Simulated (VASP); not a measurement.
# Ir (Fm-3m) in VASP: notebook, part 2 of 2

VASP 6.6.1. Earlier steps stand in the parts before.

**4. Single point, PBE (volume scaled by 0.9)**

The input, INCAR:

```
SYSTEM = Ir
PREC = Accurate ; ENCUT = 520
EDIFF = 1E-7 ; ISMEAR = -1
SIGMA = 0.1 ; LREAL = .False.
LASPH = .True. ; NELM = 100
ALGO = Normal ; ISIF = 2
LWAVE = .False. ; LCHARG = .True.
GGA = PE ; LELF = .True.
LVHAR = .True. ; NBANDS = 10
```

The input, KPOINTS:

```
Automatic mesh
0
Gamma
  17 17 17
  0 0 0
```

The input, POSCAR:

```
Ir
1.0
    0.0000000000      1.8689458059      1.8689458059
    1.8689458059      0.0000000000      1.8689458059
    1.8689458059      1.8689458059      0.0000000000
Ir
1
Direct
    0.0000000000      0.0000000000      0.0000000000
```

Potentials or basis: VASP PAW PBE potentials, release 64 (Ir).

Run with:

```sh
> cat potpaw_PBE.64/Ir/POTCAR > POTCAR
> mpirun -np 1 vasp_std > vasp.out
```

OUTCAR:

```text
SYSTEM = Ir
   PREC = Accurate
   ENCUT = 520
   EDIFF = 1E-7
   ISMEAR = -1
   LREAL = .False.
   LASPH = .True.
   NELM = 100
   ISIF = 2
   GGA = PE

 ion  position               nearest neighbor table
   1  0.000  0.000  0.000-

  LATTYP: Found a face centered cubic cell.
 ALAT       =     3.7378916118

  Lattice vectors:

 A1 = (   0.0000000000,   1.8689458059,   1.8689458059)
 A2 = (   1.8689458059,   0.0000000000,   1.8689458059)
 A3 = (   1.8689458059,   1.8689458059,   0.0000000000)

Analysis of symmetry for initial positions (statically):
=====================================================================
 Subroutine PRICEL returns:
 Original cell was already a primitive cell.

 Routine SETGRP: Setting up the symmetry group for a
 face centered cubic supercell.

 Subroutine GETGRP returns: Found 48 space group operations
 (whereof 48 operations were pure point group operations)
 out of a pool of 48 trial point group operations.

The static configuration has the point symmetry O_h .

Analysis of symmetry for dynamics (positions and initial velocities):
=====================================================================
 Subroutine PRICEL returns:
 Original cell was already a primitive cell.

 Routine SETGRP: Setting up the symmetry group for a
 face centered cubic supercell.

 Subroutine GETGRP returns: Found 48 space group operations
 (whereof 48 operations were pure point group operations)
 out of a pool of 48 trial point group operations.

The dynamic configuration has the point symmetry O_h .

 Subroutine INISYM returns: Found 48 space group operations
 (whereof 48 operations are pure point group operations),
 and found     1 'primitive' translations

----------------------------------------------------------------------------------------

[... 111 lines left out ...]
  volume/ion in A,a.u.               =      13.06        88.11
  Fermi-wavevector in a.u.,A,eV,Ry     =   1.446158  2.732842 28.454841  2.091372
  Thomas-Fermi vector in A             =   2.564258
   LORBIT       =      0    0 simple, 1 ext, 2 COOP (PROOUT), +10 PAW based schemes
   GGA     = PE    functional components
   LHFCALC =     F    Hartree Fock is set to
   AEXX    =    0.0000 exact exchange contribution
   IVDW    =     0    specifies the selected vdW correction
   LEPSILON=     F    determine dielectric tensor
   LRPA    =     F    only Hartree local field effects (RPA)
 non-spin polarized calculation
  energy-cutoff  :      520.00
  volume of cell :       13.06
 maximum number of plane-waves:       361
   NGX =  9   NGY =  9   NGZ =  9

 number of electron       9.0000000 magnetization

 Free energy of the ion-electron system (eV)
  ---------------------------------------------------
  ext. energy  EPLUGINS =         0.00000000
  ---------------------------------------------------
  free energy    TOTEN  =        -8.66397786 eV

  energy without entropy =       -8.63951819  energy(sigma->0) =       -8.65174803

 E-fermi :  11.7899     XC(G=0): -14.4708

 val. band max:       11.7363283774   @ k =   0.2941   0.1765   0.0000
 cond. band min:      11.8077672673   @ k =   0.4118   0.3529   0.0000
 fundamental gap:      0.0714388899
 Fermi energy:        11.7898963969

 k-point     1 :       0.0000    0.0000    0.0000
  band No.  band energies     occupation
      1      -0.1484      2.00000
      2       7.4676      2.00000
      3       7.4676      2.00000
      4       7.4676      2.00000
      5      10.5210      1.99999
      6      10.5210      1.99999
      7      25.9911      0.00000
      8      32.0667      0.00000
      9      32.0667      0.00000
     10      32.0667      0.00000
[... 287 lines left out ...]
 k-point    24 :      -0.1176    0.0588    0.0000
  band No.  band energies     occupation
      1       0.8634      2.00000
      2       6.9288      2.00000
      3       7.8717      2.00000
      4       7.9119      2.00000
      5      10.0114      2.00000
      6      10.6058      1.99999
      7      27.6956      0.00000
      8      29.0828      0.00000
      9      32.8404      0.00000
     10      34.2729      0.00000

 [... further k-points ...]

------------------------ aborting loop because EDIFF is reached ----------------------------------------

  FORCE on cell =-STRESS in cart. coord.  units (eV):
  Direction    XX          YY          ZZ          XY          YZ          ZX
  --------------------------------------------------------------------------------------
  -------------------------------------------------------------------------------------
  Total        3.9781200      3.9781200      3.9781200      0.0000000      0.0000000      0.0000000
  in kB      488.1669194    488.1669194    488.1669194      0.0000000      0.0000000      0.0000000
  external PRESSURE =     488.1669194 kB  Pullay stress =       0.0000000 kB

 VOLUME and BASIS-vectors are now :
 -----------------------------------------------------------------------------
  energy-cutoff  :      520.00
  volume of cell :       13.06
      direct lattice vectors                 reciprocal lattice vectors
     0.000000000  1.868945806  1.868945806    -0.267530497  0.267530497  0.267530497
     1.868945806  0.000000000  1.868945806     0.267530497 -0.267530497  0.267530497
     1.868945806  1.868945806  0.000000000     0.267530497  0.267530497 -0.267530497

 POSITION                                       TOTAL-FORCE (eV/Angst)
 -----------------------------------------------------------------------------------
      0.00000      0.00000      0.00000        -0.000000     -0.000000     -0.000000
 -----------------------------------------------------------------------------------
    total drift:                               -0.000000     -0.000000     -0.000000

  FREE ENERGIE OF THE ION-ELECTRON SYSTEM (eV)
  ---------------------------------------------------
  free  energy   TOTEN  =        -8.6639778642 eV

  energy  without entropy=       -8.6395181872  energy(sigma->0) =       -8.65174803
```

OSZICAR:

```text
N       E                     dE             d eps       ncg     rms          rms(c)
DAV:   1     0.487187243817E+02    0.48719E+02   -0.43414E+03  3340   0.824E+02
DAV:   2    -0.834817224441E+01   -0.57067E+02   -0.54578E+02  3384   0.202E+02
DAV:   3    -0.917384305599E+01   -0.82567E+00   -0.82344E+00  3756   0.294E+01
DAV:   4    -0.918158925718E+01   -0.77462E-02   -0.77449E-02  3814   0.266E+00
DAV:   5    -0.918173318566E+01   -0.14393E-03   -0.14393E-03  3870   0.342E-01    0.191E+01
DAV:   6    -0.877074225742E+01    0.41099E+00   -0.58529E-01  3700   0.967E+00    0.842E+00
DAV:   7    -0.867054862203E+01    0.10019E+00   -0.25855E-01  4132   0.593E+00    0.144E+00
DAV:   8    -0.866668642894E+01    0.38622E-02   -0.21683E-03  3642   0.555E-01    0.882E-01
DAV:   9    -0.866397173184E+01    0.27147E-02   -0.20627E-03  3708   0.652E-01    0.202E-02
DAV:  10    -0.866397742046E+01   -0.56886E-05   -0.12832E-05  4794   0.345E-02    0.192E-02
DAV:  11    -0.866397792485E+01   -0.50438E-06   -0.74090E-07  3762   0.979E-03    0.977E-04
DAV:  12    -0.866397786416E+01    0.60691E-07   -0.12409E-08  2002   0.108E-03
   1 F= -.86639779E+01 E0= -.86517480E+01  d E =-.244597E-01
```

stdout:

```text
POSCAR found type information on POSCAR Ir
 POSCAR found :  1 types and       1 ions
 scaLAPACK will be used
 LDA part: xc-table for (Slater+PW92), standard interpolation
 POSCAR, INCAR and KPOINTS ok, starting setup
 FFT: planning ... GRIDC
 FFT: planning ... GRID_SOFT
 FFT: planning ... GRID
 WAVECAR not read
 entering main loop
```

It took 38 s on 1 thread of Intel Xeon 8259CL, shared host; peak memory 0.11 GiB.

What came out:

* Free energy: -8.6640 eV
* Pressure: 48.8 GPa

Caveat: spin-orbit coupling is left out, which moves the levels of the heavy elements.

**5. Overview**

| cell | gap on the mesh (eV) | pressure (GPa) |
| --- | --- | --- |
| a = 2.431 Å, angles 60.0°, 1 atom | none | 304.4 |
| a = 2.541 Å, angles 60.0°, 1 atom | none | 138.0 |
| a = 2.643 Å, angles 60.0°, 1 atom | none | 48.8 |

Alike in all rows: task single point; level PBE; potentials or basis VASP PAW PBE potentials, release 64 (Ir); no spin polarisation; k mesh 17 × 17 × 17; cutoff (eV) 520; smearing fermi-dirac 0.1 eV.

Caveats: spin-orbit coupling is left out, which moves the levels of the heavy elements.

Absolute energies hang on the potentials; compare differences alone.
